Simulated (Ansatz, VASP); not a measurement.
**Two plane-wave programs on AgCl**

INCAR

```
ALGO = Normal
EDIFF = 1E-6
ENCUT = 520
GGA = CA
ISIF = 2
ISMEAR = 0
LASPH = True
LCHARG = True
LELF = True
LREAL = False
LVHAR = True
LWAVE = False
NBANDS = 16
NELM = 80
PREC = Accurate
SIGMA = 0.05
```

File KPOINTS:

```
k-points
0
Gamma
  10 10 10
```

File POSCAR:

```
AgCl
1.0
    0.0000000000      2.7487956657      2.6773114500
    2.7487956657      0.0000000000      2.6773114500
    2.7487956657      2.7487956657      0.0000000000
Ag Cl
1 1
Direct
    0.5092676765      0.4907323235      0.5092676765
   -0.0281999317      0.0281999317     -0.0281999317
```

Input for Ansatz:

```yaml
crystal:
  lattice:
    - [0.0, 2.7487956657, 2.67731145]
    - [2.7487956657, 0.0, 2.67731145]
    - [2.7487956657, 2.7487956657, 0.0]
  atoms:
    - { symbol: Ag, position: [0.5092676765, 0.4907323235, 0.5092676765] }
    - { symbol: Cl, position: [-0.0281999317, 0.0281999317, -0.0281999317] }
basis:
  ecutwfc: 420
kpoints:
  mp_grid: { grid: [10, 10, 10] }
hamiltonian:
  xc: lda
  pseudopotentials: { kind: paw }
scf:
  occupations: { method: gaussian, width: 0.05 }
output:
  forces: true
  stress: true
  eigenvalues: true
```

Change from the starting cell: mode 5 frozen in at -0.151 Å, equal normal strain along x and y +0.0267.

Alike in both runs: task single point; functional LDA; k mesh 10 × 10 × 10; occupations gaussian, width 0.05 eV; no spin polarisation.

|  | VASP | Ansatz |
| --- | --- | --- |
| version | VASP 6.6.1 | Ansatz 0.2.0 |
| potentials or method | VASP PAW LDA potentials, release 64 (Ag, Cl), cutoff 520 eV | scalar-relativistic, plane waves, PAW |
| valence electrons in the cell | 18 | 26 |

VASP gave:

* gap on the k mesh at the Fermi level (eV): 0.64
* least direct gap on the mesh (eV): 2.42
* pressure (GPa): -2.4
* traceless stress, the component that is largest in VASP (GPa): 1.32
* rms of the force components (eV/Å): 0.146

**Question.** What did Ansatz give for the same quantities?

**Answer.** gap on the k mesh at the Fermi level (eV): 0.61; least direct gap on the mesh (eV): 2.39; pressure (GPa): -2.4; traceless stress, the component that is largest in VASP (GPa): 1.31; rms of the force components (eV/Å): 0.144.

LDA's correlation is that of Perdew and Zunger in VASP and of Perdew and Wang (1992) in Ansatz. Atom by atom the forces differ by 0.002 eV/Å (rms over components). VASP's potentials hold 18 valence electrons a cell and Ansatz's 26, so a difference there can come from the potentials and not from the codes.
